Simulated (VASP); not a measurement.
Runs of VASP 6.6.1 on BN. The structure is that of space group Cc (No. 9), or close to it. The cells are those of the table. 

```tsv
cell	gap on the mesh (eV)	pressure (GPa)	largest force (eV/Å)
a = 2.563, b = 2.563, c = 4.439 Å, angles 73.2, 73.2, 60.0°, 4 atoms	(b)	0.1	0.82
a = 2.529, b = 2.495, c = 4.341 Å, angles 73.3, 74.5, 60.4°, 4 atoms	4.19	22.3	1.00
a = 2.615, b = 2.666, c = 4.588 Å, angles 73.1, 71.4, 59.4°, 4 atoms	3.69	-25.3	1.07
a = 2.598, b = 2.632, c = 4.538 Å, angles 73.1, 72.0, 59.6°, 4 atoms	(d)	-17.8	1.06
a = 2.512, b = 2.461, c = 4.292 Å, angles 73.3, 75.1, 60.7°, 4 atoms	4.09	(c)	0.98
a = 2.546, b = 2.529, c = 4.390 Å, angles 73.3, 73.8, 60.2°, 4 atoms	4.31	10.6	(a)
```

Alike in all rows: task single point; level PBE; potentials or basis VASP PAW PBE potentials, release 64 (B, N); no spin polarisation; k mesh 6 × 6 × 6; cutoff (eV) 520; smearing gaussian 0.05 eV.

Q: Estimate the missing entries.

A: (a) 0.81; (b) 4.36; (c) 35.3; (d) 3.91.

Caveats: all runs use coarse meshes; forces of over 1 eV/Å act on the atoms, so gaps and moduli don't describe the material at rest (some runs).

A k mesh can miss the band edges.
